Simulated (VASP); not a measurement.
Here is a VASP 6.6.1 calculation.

Contents of INCAR:

```
SYSTEM = AgBr
ALGO = Normal ; EDIFF = 1E-8
ENCUT = 400 ; GGA = PE
GGA_COMPAT = .FALSE. ; ISIF = 2
ISMEAR = -1 ; LASPH = .TRUE.
LCHARG = .FALSE. ; LEFG = .TRUE.
LREAL = .FALSE. ; LWAVE = .FALSE.
NBANDS = 16 ; NELM = 120
PREC = Accurate ; SIGMA = 0.02
```

The input KPOINTS:

```
k-points
0
G
  7 7 7
  0 0 0
```

The input POSCAR:

```
AgBr
1.0
    0.0000000000      2.9333707056      2.9333707056
    2.9333707056      0.0000000000      2.9333707056
    2.9333707056      2.9333707056      0.0000000000
Ag Br
1 1
Direct
    0.5000000000      0.5000000000      0.5000000000
    0.0000000000      0.0000000000      0.0000000000
```

Potentials or basis: VASP PAW PBE potentials, release 64 (Ag, Br).

Launch:

```sh
$ cat potpaw_PBE.64/Ag/POTCAR potpaw_PBE.64/Br/POTCAR > POTCAR
$ mpirun -np 1 vasp_std > vasp.out
```

(1) What does it give for the pressure?

(2) Estimate the band gap on the k mesh.

Answers

(1) -0.7 GPa.

(2) 0.76 eV, indirect (least direct gap 2.40 eV).

Caveat: without QUAD_EFG the Cq values of the log hold for a quadrupole moment of 1 mb, not for the nuclei.
